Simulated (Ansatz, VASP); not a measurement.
# One calculation of GaSb, two programs

File POSCAR:

```
GaSb
1.0
    0.0000000000      3.0590000000      3.0590000000
    2.9672300000      0.0000000000      3.0590000000
    2.9672300000      3.0590000000      0.0000000000
Ga Sb
1 1
Direct
    0.0000000000      0.0000000000      0.0000000000
    0.7500000000      0.7500000000      0.7500000000
```

The input INCAR.step1:

```
PREC = Accurate ; ENCUT = 520
ISMEAR = 0 ; SIGMA = 0.05
LREAL = False ; LASPH = True
NELM = 100 ; NBANDS = 16
GGA = PE ; ALGO = Normal
EDIFF = 1E-4 ; LWAVE = True
LCHARG = False
```

The input INCAR.step2:

```
PREC = Accurate ; ENCUT = 520
EDIFF = 1E-7 ; ISMEAR = 0
SIGMA = 0.05 ; LREAL = False
LASPH = True ; NELM = 100
ALGO = Normal ; ISIF = 2
LWAVE = False ; LCHARG = True
METAGGA = R2SCAN ; LMIXTAU = True
LELF = True ; LVHAR = True
NBANDS = 16 ; ISTART = 1
```

Contents of KPOINTS:

```
Automatic mesh
0
Gamma
  10 10 10
```

Input for Ansatz:

```yaml
crystal:
  lattice:
    - [0.0, 3.059, 3.059]
    - [2.96723, 0.0, 3.059]
    - [2.96723, 3.059, 0.0]
  atoms:
    - { symbol: Ga, position: [0.0, 0.0, 0.0] }
    - { symbol: Sb, position: [0.75, 0.75, 0.75] }
basis:
  ecutwfc: 500
kpoints:
  mp_grid: { grid: [10, 10, 10] }
hamiltonian:
  xc: r2scan
scf:
  occupations: { method: gaussian, width: 0.05 }
output:
  forces: true
  stress: true
  eigenvalues: true
  write_density: true
  write_potential: true
  elf: true
  volumetric_format: npy
```

Change from the starting cell: strain -0.0300 x Voigt [1, 0, 0, 0, 0, 0], atoms carried along.

Alike in both runs: task single point; functional r2SCAN; k mesh 10 × 10 × 10; occupations gaussian, width 0.05 eV; no spin polarisation.

```csv
,VASP,Ansatz
version,VASP 6.6.1,Ansatz 0.2.0
potentials or method,"VASP PAW PBE potentials, release 64 (Ga_d, Sb), cutoff 520 eV","scalar-relativistic, plane waves, PAW"
valence electrons in the cell,18,28
```

Ansatz gave:

| Property | Result |
| --- | --- |
| gap on the k mesh at the Fermi level (eV) | 0.57 |
| least direct gap on the mesh (eV) | 0.57 |
| pressure (GPa) | 2.2 |
| traceless stress, the component that is largest in VASP (GPa) | 0.96 |

What did VASP give for the same quantities?

gap on the k mesh at the Fermi level (eV): 0.55; least direct gap on the mesh (eV): 0.55; pressure (GPa): 2.3; traceless stress, the component that is largest in VASP (GPa): 0.96.

VASP's potentials were made for PBE, not for r2SCAN. The functional is the same, so the differences come from potentials, cutoffs and numerics. VASP's potentials hold 18 valence electrons a cell and Ansatz's 28, so a difference there can come from the potentials and not from the codes.

Neither program's run includes spin-orbit coupling.
